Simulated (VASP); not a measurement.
## Zr32CN30 (a cell with a defect): relaxation of the atoms with PBE

System: Zr32CN30 (a cell with a defect).

```
Zr N C
1.0
     9.22000    0.00000    0.00000
     0.00000    9.22000    0.00000
     0.00000    0.00000    9.22000
Zr N C
32 30 1
Direct
  0.50329 0.00232 0.99756
  0.74801 0.24992 0.99957
  0.75374 0.00037 0.24458
  0.00125 0.99911 0.99812
  0.25146 0.25510 0.99364
  0.49481 0.49857 0.99927
  0.75353 0.75251 0.00556
  0.24952 0.00340 0.24953
  0.49893 0.25011 0.24452
  0.74648 0.49879 0.25235
  0.50410 0.00167 0.50572
  0.74896 0.24672 0.50294
  0.75205 0.99985 0.75394
  0.99832 0.50338 0.00488
  0.24505 0.74823 0.99689
  0.00353 0.25198 0.25281
  0.25020 0.50034 0.25232
  0.50504 0.74739 0.24374
  0.99813 0.00349 0.50200
  0.24916 0.25208 0.50498
  0.50168 0.50384 0.49984
  0.75017 0.75179 0.49307
  0.24297 0.00190 0.75193
  0.50324 0.24742 0.75225
  0.74650 0.49544 0.75843
  0.99536 0.74687 0.25082
  0.99780 0.50066 0.49420
  0.25193 0.75216 0.49281
  0.00515 0.25239 0.75058
  0.25026 0.50148 0.75014
  0.49967 0.75365 0.75097
  0.99900 0.74594 0.74925
  0.75400 0.24386 0.25205
  0.00262 0.50455 0.24850
  0.99961 0.25136 0.50648
  0.25047 0.24751 0.24622
  0.49958 0.50488 0.25161
  0.74776 0.75062 0.24931
  0.99565 0.99308 0.25332
  0.49472 0.25206 0.49953
  0.74357 0.49515 0.50190
  0.00551 0.74989 0.50082
  0.74595 0.24881 0.75193
  0.99937 0.49961 0.75209
  0.99967 0.25070 0.00100
  0.50001 0.99701 0.25174
  0.24786 0.50028 0.49763
  0.75379 0.00392 0.50265
  0.25483 0.24902 0.74826
  0.50063 0.49768 0.74620
  0.74961 0.74118 0.75056
  0.00072 0.99893 0.74558
  0.49705 0.24208 0.99637
  0.74751 0.49869 0.00110
  0.99929 0.74916 0.00090
  0.25479 0.99805 0.49698
  0.25502 0.74564 0.74838
  0.50726 0.99951 0.75201
  0.24979 0.50516 0.99481
  0.50163 0.75055 0.00014
  0.75702 0.99994 0.00065
  0.25279 0.99458 0.00074
  0.24522 0.74714 0.25032
```

```
Program                : VASP 6.6.1
Task                   : relaxation of the atoms
Functional             : PBE
Potentials or basis    : VASP PAW PBE potentials, release 64 (Zr_sv, N, C)
Cutoff                 : 520 eV
k mesh                 : 1 × 1 × 1
Occupations            : fermi-dirac, width 0.02 eV
Spin                   : no spin polarisation
Dipole correction      : no
Charge                 : 2
Further INCAR settings : LREAL = Auto; ALGO = Normal; EDIFF = 1e-06; IBRION = 2; EDIFFG = -0.03; NSW = 80; NELECT = 536.0
```

```yaml
Energy_gained_by_relaxing: 35.7 meV/atom
Ionic_steps: 12
Largest_force_after_relaxing: 0.025 eV/Å
```

Forces in eV/Å, atoms in the order of the input:
```
Zr  -0.001 -0.008  0.015
Zr  -0.003 -0.001 -0.015
Zr  -0.009  0.001 -0.012
Zr  -0.006 -0.002 -0.007
Zr  -0.008  0.002  0.008
Zr  -0.004  0.015  0.007
Zr   0.001  0.011 -0.001
Zr   0.015 -0.008  0.005
Zr  -0.001 -0.008  0.011
Zr   0.003 -0.001  0.009
Zr  -0.006  0.003 -0.005
Zr  -0.017  0.007  0.005
Zr  -0.004  0.007 -0.010
Zr   0.005 -0.002  0.005
Zr   0.009  0.000 -0.008
Zr   0.022 -0.002  0.002
Zr   0.008 -0.023  0.004
Zr   0.000  0.006  0.004
Zr  -0.002 -0.004  0.002
Zr   0.011 -0.005 -0.004
Zr   0.012 -0.009 -0.006
Zr   0.004 -0.010 -0.004
Zr  -0.022 -0.005  0.009
Zr   0.013  0.004 -0.012
Zr   0.002  0.001 -0.004
Zr  -0.020 -0.009  0.011
Zr   0.002  0.002  0.000
Zr   0.002  0.006  0.008
Zr  -0.004  0.008 -0.007
Zr  -0.008  0.007  0.016
Zr   0.000  0.002  0.014
Zr   0.004 -0.004 -0.008
N    0.001  0.004 -0.002
N    0.007 -0.007  0.005
N   -0.001 -0.002 -0.003
N    0.003  0.000  0.001
N    0.009  0.007  0.000
N   -0.012 -0.006 -0.004
N   -0.003  0.004 -0.002
N   -0.003 -0.005 -0.005
N    0.003  0.013 -0.005
N    0.002  0.004 -0.005
N   -0.003 -0.006 -0.001
N    0.006  0.000 -0.005
N    0.000  0.001  0.000
N   -0.009  0.012  0.002
N    0.006 -0.003 -0.004
N   -0.003  0.002 -0.003
N   -0.013 -0.001 -0.003
N    0.002  0.008 -0.002
N    0.008 -0.004 -0.005
N    0.005 -0.004  0.000
N   -0.003 -0.003 -0.003
N    0.001  0.000  0.001
N   -0.001  0.007 -0.006
N   -0.003 -0.004  0.004
N    0.000 -0.002  0.000
N    0.001  0.003  0.004
N    0.001 -0.008 -0.002
N   -0.003 -0.002  0.006
N   -0.003 -0.004 -0.003
N   -0.002  0.001  0.001
C    0.005  0.018  0.008
```

The path:
| step | energy change (eV) | largest force (eV/Å) | pressure (GPa) |
| --- | --- | --- | --- |
| 1 | 0.0000 | 2.0514 | -5.84 |
| 2 | -1.9453 | 0.7222 | -6.67 |
| 3 | -1.9692 | 0.8132 | -6.65 |
| 4 | -2.1814 | 0.3654 | -6.67 |
| 5 | -2.1814 | 0.3619 | -6.67 |
| 6 | -2.2301 | 0.1438 | -6.65 |
| 7 | -2.2304 | 0.1624 | -6.64 |
| 8 | -2.2448 | 0.0733 | -6.66 |
| 9 | -2.2477 | 0.0755 | -6.66 |
| 10 | -2.2510 | 0.0470 | -6.67 |
| 11 | -2.2510 | 0.0538 | -6.67 |
| 12 | -2.2522 | 0.0249 | -6.67 |

Levels at points of the mesh, in eV from the Fermi level:
| k point | band 265 | band 266 | band 267 | band 268 | band 269 | band 270 | band 271 | band 272 |
| --- | --- | --- | --- | --- | --- | --- | --- | --- |
| (0.00, 0.00, 0.00) | -0.79 | -0.45 | -0.45 | -0.42 | 0.42 | 0.45 | 0.45 | 0.48 |

Run time: 14 min on 1 × NVIDIA H100 80GB with 1 thread of AMD EPYC 7R13 Processor (Zen 3), on a shared host, peak memory 1.6 GiB.

Caveat: the k points lie up to 0.68 Å⁻¹ apart; the cell carries a net charge on a neutralising background, which shifts energy and pressure; the cell is charged against a uniform background, so pressure and absolute levels hang on convention.
